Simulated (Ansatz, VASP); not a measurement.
## One calculation of PtSe2, two programs

The input INCAR:

```
ALGO     = Normal         # electronic algorithm
EDIFF    = 1E-7           # SCF threshold, eV
ENCUT    = 520            # plane-wave cutoff, eV
GGA      = PE             # functional
ISIF     = 2              # what is computed and relaxed
ISMEAR   = 0              # smearing method
LASPH    = T              # aspherical terms in the spheres
LCHARG   = F              # write CHGCAR
LREAL    = F              # projectors in reciprocal space
LWAVE    = F              # write WAVECAR
NBANDS   = 18             # bands
NELM     = 80             # most SCF steps
PREC     = Accurate       # precision mode
SIGMA    = 0.024          # smearing width, eV
```

File KPOINTS:

```
k-points
0
Gamma
  8 8 5
```

The input POSCAR:

```
PtSe2
1.0
    3.7240000000      0.0000000000      0.0000000000
   -1.8620000000      3.2250786037      0.0000000000
    0.0000000000      0.0000000000      5.0620000000
Pt Se
1 2
Direct
    0.0000000000      0.0000000000      0.0000000000
    0.6666666667      0.3333333333      0.7500000000
    0.3333333333      0.6666666667      0.2500000000
```

File input.yaml:

```yaml
crystal:
  lattice:
    - [3.724, 0.0, 0.0]
    - [-1.862, 3.2250786037, 0.0]
    - [0.0, 0.0, 5.062]
  atoms:
    - { symbol: Pt, position: [0.0, 0.0, 0.0] }
    - { symbol: Se, position: [0.6666666667, 0.3333333333, 0.75] }
    - { symbol: Se, position: [0.3333333333, 0.6666666667, 0.25] }
hamiltonian:
  xc: pbe
  pseudopotentials: { kind: paw }
kpoints:
  mp_grid: { grid: [8, 8, 5] }
scf:
  occupations: { method: gaussian, width: 0.024 }
output:
  forces: true
  stress: true
  eigenvalues: true
```

Alike in both runs: task single point; functional PBE; k mesh 8 × 8 × 5; occupations gaussian, width 0.024 eV; no spin polarisation.

|  | VASP | Ansatz |
| --- | --- | --- |
| version | VASP 6.6.1 | Ansatz 0.2.0 |
| potentials or method | VASP PAW PBE potentials, release 64 (Pt, Se) | Ansatz PAW |
| plane-wave cutoff (eV) | 520 | 420 |
| valence electrons in the cell | 22 | 50 |

```tsv
	VASP	Ansatz	Ansatz less VASP
gap on the k mesh at the Fermi level (eV)	none	none	-
pressure (GPa)	7.3	7.3	+0.01
traceless stress, the component that is largest in VASP (GPa)	-1.16	-1.15	+0.006
rms of the force components (eV/Å)	0.271	0.269	-0.0027
```

Atom by atom the forces differ by 0.003 eV/Å (rms over components). A gap of «none» marks a metal or a gap that the smearing closes. VASP's potentials hold 22 valence electrons a cell and Ansatz's 50, so a difference there can come from the potentials and not from the codes.

Neither program's run includes spin-orbit coupling.
